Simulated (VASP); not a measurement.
## GaN: single point with PBE

GaN:

```xyz
8
Lattice="-3.2185 0.0000 0.0000 0.0000 0.0000 -5.2434 0.0000 -5.5747 0.0000" Properties=species:S:1:pos:R:3 pbc="T T T"
Ga   -1.6093   -0.9590   -0.0081
Ga    0.0000   -3.6866    0.0148
Ga    0.0000   -1.8881   -2.6069
Ga   -1.6093   -4.6157   -2.6298
N    -1.6093   -0.9342   -3.3068
N     0.0000   -3.7114   -3.3168
N     0.0000   -1.8632   -0.6951
N    -1.6093   -4.6405   -0.6851
```

This cell differs from its parent crystal: atoms displaced along a vibrational mode.

```
Program             : VASP 6.6.1
Task                : single point
Functional          : PBE
Potentials or basis : VASP PAW PBE potentials, release 64 (Ga_d, N)
Cutoff              : 520 eV
k mesh              : 8 × 6 × 6
Occupations         : gaussian, width 0.05 eV
Spin                : no spin polarisation
```

The pressure is 0.4 GPa, the largest force is 1.097 eV/Å and the band gap on the k mesh is 1.64 eV.

Forces on the atoms (eV/Å):
```
Ga   0.000  0.645 -0.251
Ga   0.000 -0.664 -0.873
Ga   0.000  0.664 -0.873
Ga   0.000 -0.645 -0.251
N    0.000 -0.007  0.489
N    0.000 -0.028  0.635
N    0.000  0.028  0.635
N    0.000  0.007  0.489
```

Stress tensor (GPa, compression positive):
```
-1.17  0.00  0.00
 0.00 -1.18  0.00
 0.00  0.00  3.46
```

Levels at points of the mesh, in eV from the valence-band top:
```tsv
k point	band 33	band 34	band 35	band 36	band 37	band 38	band 39	band 40
(0.00, 0.00, 0.00)	-0.78	-0.21	-0.01	0.00	1.64	4.08	4.95	5.32
(0.50, 0.00, 0.00)	-2.17	-1.96	-1.92	-1.90	5.32	5.67	6.29	6.42
(0.00, 0.50, 0.00)	-0.54	-0.54	-0.52	-0.52	3.97	3.97	4.22	4.22
(0.50, 0.50, 0.00)	-1.83	-1.83	-1.60	-1.60	5.53	5.53	5.72	5.72
(0.00, 0.00, 0.50)	-0.91	-0.82	-0.50	-0.37	3.98	4.11	5.73	5.77
(0.50, 0.00, 0.50)	-2.39	-2.24	-0.95	-0.85	4.80	5.11	5.24	5.38
(0.00, 0.50, 0.50)	-1.45	-1.45	-1.06	-1.06	4.89	4.89	5.11	5.11
(0.50, 0.50, 0.50)	-1.89	-1.89	-1.76	-1.76	4.06	4.06	4.34	4.34
```

Run time: 2.1 min on 1 thread of Intel(R) Xeon(R) 6975P-C (Granite Rapids), on a shared host, peak memory 0.36 GiB.

Caveat: the cell differs from its parent crystal (atoms displaced along a vibrational mode); forces of over 1 eV/Å act on the atoms, so gaps and moduli don't describe the material at rest.
